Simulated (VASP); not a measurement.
Wanted: the native input for a VASP 6.6.1 run.

```yaml
Task: relaxation of cell and atoms
Functional: PBEsol
Potentials_or_basis: VASP PAW PBE potentials, release 64 (Ti_sv, Co_sv)
Cutoff: 600 eV
k_mesh: 6 × 6 × 6
Occupations: gaussian, width 0.1 eV
Spin: collinear spin, ferromagnetic start
Starting_moments: "[0.0, 0.44] μB"
Dipole_correction: no
Second_run: valence_matched
Further_INCAR_settings: ALGO = Normal; EDIFF = 1e-07; IBRION = 2; EDIFFG = -0.05; NSW = 80; ISIF = 3
```

The structure of TiCo lies in POSCAR:

```
TiCo
1.0
    3.0004858175      0.0000000000      0.0000000000
    0.0000000000      3.0004858175      0.0000000000
    0.0000000000      0.0000000000      3.0004858175
Ti Co
1 1
Direct
    0.5000000000      0.5000000000      0.5000000000
    0.0000000000      0.0000000000      0.0000000000
```

The input as run:

INCAR

```
SYSTEM = TiCo
ALGO     = Normal         ! electronic algorithm
EDIFF    = 1E-7           ! SCF threshold, eV
EDIFFG   = -0.05          ! ionic threshold
ENCUT    = 600            ! plane-wave cutoff, eV
GGA      = PS             ! functional
GGA_COMPAT= .FALSE.      
IBRION   = 2              ! ionic algorithm
ISIF     = 3              ! what is computed and relaxed
ISMEAR   = 0              ! smearing method
ISPIN    = 2              ! spin polarisation
LASPH    = .TRUE.         ! aspherical terms in the spheres
LCHARG   = .FALSE.        ! write CHGCAR
LMAXMIX  = 4              ! l up to which the mixer works
LORBIT   = 11             ! projections on sites
LREAL    = .FALSE.        ! projectors in reciprocal space
LWAVE    = .FALSE.        ! write WAVECAR
MAGMOM   = 0 0.44         ! initial moments
NELM     = 200            ! most SCF steps
NELMIN   = 4            
NSW      = 80             ! ionic steps
PREC     = Accurate       ! precision mode
SIGMA    = 0.1            ! smearing width, eV
```

KPOINTS

```
k-points
0
G
  6 6 6
  0 0 0
```

Potentials or basis: VASP PAW PBE potentials, release 64 (Ti_sv, Co_sv).

Run with:

```sh
$ cat potpaw_PBE.64/Ti_sv/POTCAR potpaw_PBE.64/Co_sv/POTCAR > POTCAR
$ mpirun -np 1 vasp_std > vasp.out
```

Results of the run:

The relaxed volume is 12.58 Å³/atom, the relaxed cell is a = 2.930 Å, b = 2.930 Å, c = 2.930 Å, α = 90.00°, β = 90.00°, γ = 90.00° and the space group after relaxing (to 0.05 Å) is Pm-3m (No. 221). The energy gained by relaxing is 16.4 meV/atom and the ionic steps are 3. The pressure after relaxing is -0.1 GPa and the net moment is 0.00 μB per cell. The valence electrons inside the program's atomic spheres are Ti 10.37; Co 15.15.

Caveat: the PAW data sets were made with another functional, which shifts forces and pressure a little.

Wall time 43 s on 1 thread of Intel(R) Xeon(R) 6975P-C (Granite Rapids), on a shared host, peak memory 0.16 GiB.
